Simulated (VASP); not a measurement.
# Rh (Fm-3m) in VASP: single point with PBE

Aim: the single point of Rh with PBE.

All numbers are computed with VASP 6.6.1; they aren't measurements. Logs are shortened: lines on timing, memory, paths and dates and some standing lists are left out, and cuts for length are marked.

### 1 The cell of the first run

Symmetry: Fm-3m, No. 225, cubic system. Conventional cell: a = 3.830 Å, b = 3.830 Å, c = 3.830 Å, α = 90.00°, β = 90.00°, γ = 90.00°. Within 3.6 Å of Rh (site symmetry m-3m) lie 12 Rh at 2.71 Å.

### 2 Single point, PBE

File INCAR:

```
SYSTEM = Rh
ALGO = Fast
EDIFF = 1E-6
ENCUT = 520
GGA = PE
ISIF = 2
ISMEAR = 0
LASPH = .TRUE.
LCHARG = .TRUE.
LELF = .TRUE.
LREAL = .FALSE.
LVHAR = .TRUE.
LWAVE = .FALSE.
NBANDS = 14
NELM = 80
PREC = Accurate
SIGMA = 0.1
```

File KPOINTS:

```
k-points
0
G
  18 18 18
  0 0 0
```

File POSCAR:

```
Rh
1.0
    0.0000000000      1.9150524607      1.9150524607
    1.9150524607      0.0000000000      1.9150524607
    1.9150524607      1.9150524607      0.0000000000
Rh
1
Direct
    0.0000000000      0.0000000000      0.0000000000
```

Potentials or basis: VASP PAW PBE potentials, release 64 (Rh_pv).

Run with:

```sh
cat potpaw_PBE.64/Rh_pv/POTCAR > POTCAR
mpirun -np 1 vasp_std > vasp.out
```

OUTCAR:

```text
SYSTEM = Rh
   EDIFF = 1E-6
   ENCUT = 520
   GGA = PE
   ISIF = 2
   ISMEAR = 0
   LASPH = .TRUE.
   LREAL = .FALSE.
   NELM = 80
   PREC = Accurate

 ion  position               nearest neighbor table
   1  0.000  0.000  0.000-

  LATTYP: Found a face centered cubic cell.
 ALAT       =     3.8301049214

  Lattice vectors:

 A1 = (   0.0000000000,   1.9150524607,   1.9150524607)
 A2 = (   1.9150524607,   0.0000000000,   1.9150524607)
 A3 = (   1.9150524607,   1.9150524607,   0.0000000000)

Analysis of symmetry for initial positions (statically):
=====================================================================
 Subroutine PRICEL returns:
 Original cell was already a primitive cell.

 Routine SETGRP: Setting up the symmetry group for a
 face centered cubic supercell.

 Subroutine GETGRP returns: Found 48 space group operations
 (whereof 48 operations were pure point group operations)
 out of a pool of 48 trial point group operations.

The static configuration has the point symmetry O_h .

Analysis of symmetry for dynamics (positions and initial velocities):
=====================================================================
 Subroutine PRICEL returns:
 Original cell was already a primitive cell.

 Routine SETGRP: Setting up the symmetry group for a
 face centered cubic supercell.

 Subroutine GETGRP returns: Found 48 space group operations
 (whereof 48 operations were pure point group operations)
 out of a pool of 48 trial point group operations.

The dynamic configuration has the point symmetry O_h .

 Subroutine INISYM returns: Found 48 space group operations
 (whereof 48 operations are pure point group operations),
 and found     1 'primitive' translations

----------------------------------------------------------------------------------------

                                     Primitive cell

  volume of cell :      14.0466

  direct lattice vectors                    reciprocal lattice vectors
     0.000000000  1.915052461  1.915052461    -0.261089453  0.261089453  0.261089453
     1.915052461  0.000000000  1.915052461     0.261089453 -0.261089453  0.261089453
     1.915052461  1.915052461  0.000000000     0.261089453  0.261089453 -0.261089453

  length of vectors
     2.708293163  2.708293163  2.708293163     0.452220198  0.452220198  0.452220198

  position of ions in fractional coordinates (direct lattice)
     0.000000000  0.000000000  0.000000000

  ion indices of the primitive-cell ions
   primitive index   ion index
                 1           1

----------------------------------------------------------------------------------------

 KPOINTS: k-points

Automatic generation of k-mesh.
 Grid dimensions read from file:
 generate k-points for:   18   18   18

 Generating k-lattice:

  Cartesian coordinates                     Fractional coordinates (reciprocal lattice)
    -0.014504970  0.014504970  0.014504970     0.055555556  0.000000000  0.000000000
     0.014504970 -0.014504970  0.014504970     0.000000000  0.055555556  0.000000000
     0.014504970  0.014504970 -0.014504970     0.000000000  0.000000000  0.055555556

  Length of vectors
     0.025123344  0.025123344  0.025123344

  Shift w.r.t. Gamma in fractional coordinates (k-lattice)
     0.000000000  0.000000000  0.000000000

 Subroutine IBZKPT returns following result:
 ===========================================

 Found    195 irreducible k-points:

 Following reciprocal coordinates:
            Coordinates               Weight
  0.000000  0.000000  0.000000      1.000000
  0.055556  0.000000  0.000000      8.000000
  0.111111  0.000000  0.000000      8.000000
  0.166667  0.000000  0.000000      8.000000
  0.222222  0.000000  0.000000      8.000000
  0.277778  0.000000  0.000000      8.000000
[... 16 lines left out ...]
 -0.277778  0.055556  0.000000     24.000000
 -0.222222  0.055556  0.000000     24.000000
 [... further k-points ...]
   k-points           NKPTS =    195   k-points in BZ     NKDIM =    195   number of bands    NBANDS=     14
   number of dos      NEDOS =    301   number of ions     NIONS =      1
   total plane-waves  NPLWV =   8000
   dimension x,y,z NGX =    20 NGY =   20 NGZ =   20
   dimension x,y,z NGXF=    40 NGYF=   40 NGZF=   40
   ions per type =               1
   NGX,Y,Z   is equivalent  to a cutoff of  12.28, 12.28, 12.28 a.u.
   NGXF,Y,Z  is equivalent  to a cutoff of  24.55, 24.55, 24.55 a.u.
 SYSTEM =  Rh
   PREC   = accura    normal or accurate (medium, high low for compatibility)
   ISTART =      0    job   : 0-new  1-cont  2-samecut
   ICHARG =      2    charge: 1-file 2-atom 10-const
   ISPIN  =      1    spin polarized calculation?
   LNONCOLLINEAR =      F non collinear calculations
   LSORBIT =      F    spin-orbit coupling
   LASPH  =      T    aspherical Exc in radial PAW
   ENCUT  =  520.0 eV  38.22 Ry    6.18 a.u.   5.04  5.04  5.04*2*pi/ulx,y,z
   NELM   =     80;   NELMIN=  2; NELMDL= -5     # of ELM steps
   EDIFF  = 0.1E-05   stopping-criterion for ELM
   LREAL  =      F    real-space projection
   EDIFFG = 0.1E-04   stopping-criterion for IOM
   NSW    =      0    number of steps for IOM
   IBRION =     -1    ionic relax: 0-MD 1-quasi-New 2-CG
   NFREE  =      0    steps in history (QN), initial steepest desc. (CG)
   ISIF   =      2    stress and relaxation
   ISYM   =      2    0-nonsym 1-usesym 2-fastsym
   POTIM  = 0.5000    time-step for ionic-motion
   TEBEG  =    0.0;   TEEND  =   0.0 temperature during run
   PSTRESS=    0.0 pullay stress
   NELECT =      15.0000    total number of electrons
   NUPDOWN=      -1.0000    fix difference up-down
   EMIN   =  10.00;   EMAX   =-10.00  energy-range for DOS
   EFERMI =   0.00;   METHOD = LEGACY
   ISMEAR =     0;   SIGMA  =   0.10  broadening in eV -4-tet -1-fermi 0-gaus
   EFERMI_NEDOS =   21; number of points for ismear=-14 and -15
   IALGO  =     68    algorithm
   IMIX   =      4    mixing-type and parameters
     AMIX     =   0.40;   BMIX     =  1.00
     AMIX_MAG =   1.60;   BMIX_MAG =  1.00
  volume/ion in A,a.u.               =      14.05        94.79
  Fermi-wavevector in a.u.,A,eV,Ry     =   1.673329  3.162133 38.096704  2.800029
  Thomas-Fermi vector in A             =   2.758319
   LORBIT       =      0    0 simple, 1 ext, 2 COOP (PROOUT), +10 PAW based schemes
   GGA     = PE    functional components
   LHFCALC =     F    Hartree Fock is set to
   AEXX    =    0.0000 exact exchange contribution
   IVDW    =     0    specifies the selected vdW correction
   LEPSILON=     F    determine dielectric tensor
   LRPA    =     F    only Hartree local field effects (RPA)
 non-spin polarized calculation
 RMM-DIIS sequential band-by-band and
 Gauss-broadening in eV      SIGMA  =   0.10
  energy-cutoff  :      520.00
  volume of cell :       14.05
 maximum number of plane-waves:       388
   NGX =  9   NGY =  9   NGZ =  9

 number of electron      15.0000003 magnetization

 Free energy of the ion-electron system (eV)
  ---------------------------------------------------
  ext. energy  EPLUGINS =         0.00000000
  ---------------------------------------------------
  free energy    TOTEN  =        -7.26168668 eV

  energy without entropy =       -7.25452118  energy(sigma->0) =       -7.25810393

 E-fermi :  11.5164     XC(G=0): -13.8945

 val. band max:       11.5162699290   @ k =   0.5000   0.3889   0.0556
 cond. band min:      11.5243789873   @ k =  -0.4444   0.3333   0.1667
 fundamental gap:      0.0081090583
 Fermi energy:        11.5164452347

 k-point     1 :       0.0000    0.0000    0.0000
  band No.  band energies     occupation
      1     -34.8341      2.00000
      2     -34.8341      2.00000
      3     -34.8341      2.00000
      4       3.7131      2.00000
      5       8.5343      2.00000
      6       8.5343      2.00000
      7       8.5343      2.00000
      8      10.5493      2.00000
      9      10.5493      2.00000
     10      27.5240      0.00000
     11      32.0974      0.00000
     12      32.8630      0.00000
     13      32.8630      0.00000
     14      32.8630      0.00000

 k-point     2 :       0.0556    0.0000    0.0000
  band No.  band energies     occupation
      1     -34.8553      2.00000
      2     -34.8370      2.00000
      3     -34.8370      2.00000
      4       3.8352      2.00000
      5       8.4808      2.00000
      6       8.5817      2.00000
      7       8.5817      2.00000
      8      10.5229      2.00000
      9      10.5229      2.00000
     10      27.6975      0.00000
     11      32.0878      0.00000
     12      32.1714      0.00000
     13      33.0381      0.00000
     14      33.0381      0.00000

 k-point     3 :       0.1111    0.0000    0.0000
  band No.  band energies     occupation
      1     -34.9160      2.00000
      2     -34.8453      2.00000
      3     -34.8453      2.00000
      4       4.1862      2.00000
      5       8.3470      2.00000
      6       8.7056      2.00000
      7       8.7056      2.00000
      8      10.4664      2.00000
      9      10.4664      2.00000
     10      28.1574      0.00000
     11      30.7086      0.00000
     12      32.0978      0.00000
     13      33.5456      0.00000
     14      33.5456      0.00000

 k-point     4 :       0.1667    0.0000    0.0000
  band No.  band energies     occupation
      1     -35.0082      2.00000
      2     -34.8579      2.00000
      3     -34.8579      2.00000
      4       4.7087      2.00000
      5       8.2163      2.00000
      6       8.8443      2.00000
      7       8.8443      2.00000
      8      10.4506      2.00000
      9      10.4506      2.00000
     10      28.6225      0.00000
     11      29.1710      0.00000
     12      32.0975      0.00000
     13      34.3290      0.00000
     14      34.3290      0.00000

 k-point     5 :       0.2222    0.0000    0.0000
  band No.  band energies     occupation
      1     -35.1202      2.00000
      2     -34.8733      2.00000
      3     -34.8733      2.00000
      4       5.2654      2.00000
      5       8.2521      2.00000
      6       8.9024      2.00000
      7       8.9024      2.00000
      8      10.5773      2.00000
      9      10.5773      2.00000
     10      27.3219      0.00000
     11      29.0826      0.00000
[... 276 lines left out ...]
 k-point    22 :      -0.3333    0.0556    0.0000
  band No.  band energies     occupation
      1     -35.3763      2.00000
      2     -34.9319      2.00000
      3     -34.9048      2.00000
      4       5.8069      2.00000
      5       8.6211      2.00000
      6       8.7239      2.00000
      7       9.6598      2.00000
      8      11.1782      2.00000
      9      11.9853      0.00000
     10      23.1814      0.00000
     11      28.0565      0.00000
     12      32.0966      0.00000
     13      33.0606      0.00000
     14      35.0460      0.00000

 k-point    23 :      -0.2778    0.0556    0.0000
  band No.  band energies     occupation
      1     -35.2752      2.00000
      2     -34.9181      2.00000
      3     -34.8885      2.00000
      4       5.7897      2.00000
      5       8.6635      2.00000
      6       8.8639      2.00000
      7       8.8744      2.00000
      8      10.7272      2.00000
      9      11.4606      1.57004
     10      25.0342      0.00000
     11      28.6954      0.00000
     12      32.0966      0.00000
     13      33.8696      0.00000
     14      36.4316      0.00000

 k-point    24 :      -0.2222    0.0556    0.0000
  band No.  band energies     occupation
      1     -35.1618      2.00000
      2     -34.9012      2.00000
      3     -34.8717      2.00000
      4       5.5221      2.00000
      5       8.2010      2.00000
      6       8.9138      2.00000
      7       8.9647      2.00000
      8      10.3676      2.00000
      9      11.0246      2.00000
     10      26.8219      0.00000
     11      29.1336      0.00000
     12      32.0967      0.00000
     13      34.1677      0.00000
     14      36.0331      0.00000

 [... further k-points ...]
[... 5 lines left out ...]
  --------------------------------------------------------------------------------------
  -------------------------------------------------------------------------------------
  Total       -0.0037685     -0.0037685     -0.0037685     -0.0000000     -0.0000000      0.0000000
  in kB       -0.4298377     -0.4298377     -0.4298377     -0.0000000     -0.0000000      0.0000000
  external PRESSURE =      -0.4298377 kB  Pullay stress =       0.0000000 kB

 VOLUME and BASIS-vectors are now :
 -----------------------------------------------------------------------------
  energy-cutoff  :      520.00
  volume of cell :       14.05
      direct lattice vectors                 reciprocal lattice vectors
     0.000000000  1.915052461  1.915052461    -0.261089453  0.261089453  0.261089453
     1.915052461  0.000000000  1.915052461     0.261089453 -0.261089453  0.261089453
     1.915052461  1.915052461  0.000000000     0.261089453  0.261089453 -0.261089453

 POSITION                                       TOTAL-FORCE (eV/Angst)
 -----------------------------------------------------------------------------------
      0.00000      0.00000      0.00000        -0.000000     -0.000000     -0.000000
 -----------------------------------------------------------------------------------
    total drift:                                0.000000      0.000000      0.000000

  FREE ENERGIE OF THE ION-ELECTRON SYSTEM (eV)
  ---------------------------------------------------
  free  energy   TOTEN  =        -7.2616866817 eV

  energy  without entropy=       -7.2545211800  energy(sigma->0) =       -7.25810393
```

It took 24 s on 1 thread of Intel Xeon Platinum 8488C (Sapphire Rapids), shared host; peak memory 0.15 GiB.

Results:

| Property | Result |
| --- | --- |
| Free energy | -7.2617 eV |
| Pressure | 0.0 GPa |
